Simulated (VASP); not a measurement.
Tl:

```
Tl
1.0
     2.65149   -4.49378    0.00000
     2.65149    4.49378    0.00000
     0.00000    0.00000    5.31003
Tl
4
Direct
  0.15250 0.84750 0.07850
  0.65250 0.34750 0.42150
  0.84750 0.15250 0.92150
  0.34750 0.65250 0.57850
```

```yaml
Program: VASP 6.6.1
Task: relaxation of cell and atoms
Functional: PBEsol
Potentials_or_basis: VASP PAW PBE potentials, release 64 (Tl_d)
Cutoff: 600 eV
k_mesh: 4 × 4 × 4
Occupations: gaussian, width 0.1 eV
Spin: no spin polarisation
```

At the start: pressure 0.8 GPa; volume 31.64 Å³/atom.

Q: Where does the relaxation end?

A: Over 3 steps the energy falls by 13.6 meV/atom and the volume is 32.51 Å³/atom (+2.8 %); space group Cmce (No. 64, to 0.05 Å).

Step by step:
| step | energy change (eV) | largest force (eV/Å) | pressure (GPa) | volume (Å³) |
| --- | --- | --- | --- | --- |
| 1 | 0.0000 | 0.4883 | 0.79 | 126.54 |
| 2 | -0.0529 | 0.0982 | 0.05 | 129.39 |
| 3 | -0.0546 | 0.0391 | -0.06 | 130.03 |

Final structure:
```xyz
4
Lattice="2.6542 -4.6287 0.0000 2.6542 4.6287 0.0000 0.0000 0.0000 5.2920" Properties=species:S:1:pos:R:3 pbc="T T T"
Tl    2.6542    3.1882    0.4223
Tl    2.6542   -1.4405    2.2237
Tl    2.6542   -3.1882    4.8697
Tl    2.6542    1.4405    3.0683
```

Caveat: the PAW data sets were made with another functional, which shifts forces and pressure a little.
